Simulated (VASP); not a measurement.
Here is a VASP 6.6.1 calculation.

File POSCAR:

```
Mg
1.0
    3.1858925526      0.0000000000      0.0000000000
   -1.5929462763      2.7590638843      0.0000000000
    0.0000000000      0.0000000000      5.1366225326
Mg
2
Direct
    0.3333333333      0.6666666667      0.2500000000
    0.6666666667      0.3333333333      0.7500000000
```

The input INCAR.step1:

```
SYSTEM = Mg
  ALGO = Normal
  EDIFF = 1E-4
  ENCUT = 600
  GGA = PE
  ISMEAR = 0
  LASPH = .True.
  LCHARG = .False.
  LREAL = .False.
  LWAVE = .True.
  NELM = 100
  PREC = Accurate
  SIGMA = 0.05
```

Contents of INCAR.step2:

```
SYSTEM = Mg
  ALGO = Normal
  EDIFF = 1E-6
  EDIFFG = -0.01
  ENCUT = 600
  IBRION = 2
  ISIF = 4
  ISMEAR = 0
  ISTART = 1
  LASPH = .True.
  LCHARG = .False.
  LMIXTAU = .True.
  LREAL = .False.
  LWAVE = .False.
  METAGGA = R2SCAN
  NELM = 100
  NSW = 60
  PREC = Accurate
  SIGMA = 0.05
```

The input KPOINTS:

```
k-points
0
Gamma
  16 16 10
  0 0 0
```

Potentials or basis: VASP PAW PBE potentials, release 64 (Mg).

Run with:

```console
$ cat potpaw_PBE.64/Mg/POTCAR > POTCAR
$ cp INCAR.step1 INCAR
$ mpirun -np 1 vasp_std > vasp.out
$ cp INCAR.step2 INCAR
$ mpirun -np 1 vasp_std > vasp.out
```

Predict the band gap on the k mesh.

zero (bands 2 and 3 overlap by 2.15 eV).

Final structure:
```yaml
crystal:
  lattice:
    - [3.18589, 0.00000, 0.00000]
    - [-1.59295, 2.75906, 0.00000]
    - [0.00000, 0.00000, 5.13662]
  atoms:
    - { symbol: Mg, position: [0.33333, 0.66667, 0.25000] }
    - { symbol: Mg, position: [0.66667, 0.33333, 0.75000] }
```
